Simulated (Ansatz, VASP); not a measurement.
**Pd: VASP beside Ansatz**

```xyz
1
Lattice="0.0000 1.9711 1.9711 1.9711 0.0000 1.9711 1.9711 1.9711 0.0000" Properties=species:S:1:pos:R:3 pbc="T T T"
Pd    0.0000    0.0000    0.0000
```

Alike in both runs: functional PBE; k mesh 18 × 18 × 18; occupations gaussian, width 0.1 eV; no spin polarisation.

Ansatz relaxed the structure, and its values are those at the end. VASP's run is a single point on that final structure, the one shown.

|  | VASP | Ansatz |
| --- | --- | --- |
| version | VASP 6.6.1 | Ansatz 0.2.0 |
| potentials or method | VASP PAW PBE potentials, release 64 (Pd), cutoff 520 eV | scalar-relativistic, plane waves, PAW |
| valence electrons in the cell | 10 | 18 |

Ansatz gave:

- gap on the k mesh at the Fermi level (eV): none
- pressure (GPa): 0.0

Estimate VASP's values.

gap on the k mesh at the Fermi level (eV): none; pressure (GPa): -0.2.

A gap of «none» marks a metal or a gap that the smearing closes. The functional is the same, so the differences come from potentials, cutoffs and numerics. VASP's potentials hold 10 valence electrons a cell and Ansatz's 18, so a difference there can come from the potentials and not from the codes.
